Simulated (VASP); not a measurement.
A run of VASP 6.6.1 is set up as follows.

INCAR

```
PREC = Accurate
ENCUT = 520
EDIFF = 1E-6
ISMEAR = -1
SIGMA = 0.05
LREAL = False
LASPH = True
NELM = 80
ALGO = Normal
ISIF = 2
LWAVE = False
LCHARG = False
GGA = B5
ALDAX = 1.0
AGGAX = 1.0
AGGAC = 1.0
ALDAC = 0.0
NBANDS = 11
```

File KPOINTS:

```
regular mesh
0
Gamma
  10 10 10
```

File POSCAR:

```
BP
1.0
    0.0000000000      2.3135014941      2.3135014941
    2.3135014941      0.0000000000      2.3135014941
    2.3135014941      2.3135014941      0.0000000000
P B
1 1
Direct
    0.7500000000      0.7500000000      0.7500000000
    0.0000000000      0.0000000000      0.0000000000
```

Potentials or basis: VASP PAW PBE potentials, release 64 (P, B).

Launch:

```console
$ cat potpaw_PBE.64/P/POTCAR potpaw_PBE.64/B/POTCAR > POTCAR
$ mpirun -np 1 vasp_std > vasp.out
```

(1) What does it give for the pressure?

(2) Estimate the band gap on the k mesh.

Results:

(1) -3.0 GPa.

(2) 1.60 eV, indirect (least direct gap 3.49 eV).

Caveat: the PAW data sets were made with another functional, which shifts forces and pressure a little.
